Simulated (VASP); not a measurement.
Wanted: the native input for a VASP 6.6.1 run.

| Property | Result |
| --- | --- |
| Task | single point |
| Functional | PBE |
| Potentials or basis | VASP PAW PBE potentials, release 64 (Sr_sv, Ti_sv, O_h) |
| Cutoff | 910 eV |
| k mesh | 8 × 8 × 8 |
| Occupations | gaussian, width 0.02 eV |
| Spin | no spin polarisation |
| Hubbard terms | Ti d U = 4.0 eV |
| Dipole correction | no |
| Further INCAR settings | ALGO = Normal; EDIFF = 1e-06; NBANDS = 28 |

The structure of SrTiO3 lies in POSCAR:

```
SrTiO3
1.0
    3.8906637512      0.0000000000      0.0000000000
    0.0000000000      3.8906637512      0.0000000000
    0.0000000000      0.0000000000      3.8906637512
Sr Ti O
1 1 3
Direct
    0.0000000000      0.0000000000      0.0000000000
    0.5000000000      0.5000000000      0.5000000000
    0.5000000000      0.0000000000      0.5000000000
    0.5000000000      0.5000000000      0.0000000000
    0.0000000000      0.5000000000      0.5000000000
```

These files were run (other wordings do the same):

INCAR

```
ALGO = Normal ; EDIFF = 1E-6
ENCUT = 910 ; GGA = PE
GGA_COMPAT = False ; ISIF = 2
ISMEAR = 0 ; LASPH = True
LCHARG = False ; LDAU = True
LDAUJ = 0 0 0 ; LDAUL = -1 2 -1
LDAUPRINT = 1 ; LDAUTYPE = 2
LDAUU = 0 4 0 ; LMAXMIX = 4
LREAL = False ; LWAVE = False
NBANDS = 28 ; NELM = 200
PREC = Accurate ; SIGMA = 0.02
```

KPOINTS

```
k-points
0
Gamma
  8 8 8
```

Potentials or basis: VASP PAW PBE potentials, release 64 (Sr_sv, Ti_sv, O_h).

Run with:

```console
$ cat potpaw_PBE.64/Sr_sv/POTCAR potpaw_PBE.64/Ti_sv/POTCAR potpaw_PBE.64/O_h/POTCAR > POTCAR
$ mpirun -np 1 vasp_std > vasp.out
```

Results of the run:

| Item | Value |
| --- | --- |
| Pressure | 10.9 GPa |
| Band gap on the k mesh | 2.41 eV (least direct gap 2.82 eV) |

Caveat: the cutoff is under 1.25 times the usual one of these potentials, so pressure, stress and relaxed cells hold a basis-set (Pulay) error; the cell stands under pressure.

Wall time 85 s on 1 thread of AMD EPYC 9R45 96-Core Processor (Zen 5), on a shared host, peak memory 0.3 GiB.
